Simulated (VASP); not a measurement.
Here is a VASP 6.6.1 calculation.

File INCAR:

```
PREC = Accurate ; ENCUT = 600
EDIFF = 1E-6 ; ISMEAR = 0
SIGMA = 0.1 ; LREAL = False
LASPH = True ; NELM = 60
ALGO = Normal ; ISIF = 3
LWAVE = False ; LCHARG = False
GGA = PE ; IBRION = 2
NSW = 90 ; EDIFFG = -0.04
```

KPOINTS

```
regular mesh
0
Gamma
  3 3 4
```

POSCAR

```
Te
1.0
    6.7764301094      0.0000000000      0.0000000000
   -3.3882150547      5.8685606217      0.0000000000
    0.0000000000      0.0000000000      6.9313617887
Te
6
Direct
    0.0000000000      0.3007266804      0.6666666667
    0.0000000000      0.6992733196      0.6666666667
    0.3007266804      0.0000000000      0.0000000000
    0.3007266804      0.3007266804      0.3333333333
    0.6992733196      0.0000000000      0.0000000000
    0.6992733196      0.6992733196      0.3333333333
```

Potentials or basis: VASP PAW PBE potentials, release 64 (Te).

The run is started by

```sh
$ cat potpaw_PBE.64/Te/POTCAR > POTCAR
$ mpirun -np 1 vasp_std > vasp.out
```

(1) Predict the relaxed cell.

(2) Predict the band gap on the k mesh.

Results:

(1) a = 6.789 Å, b = 6.789 Å, c = 7.000 Å, α = 90.00°, β = 90.00°, γ = 120.00°.

(2) zero (band 18 reaches 2.60 eV, above the bottom of band 19 at 2.50 eV).

Caveat: spin-orbit coupling is left out, which moves the levels of the heavy elements.
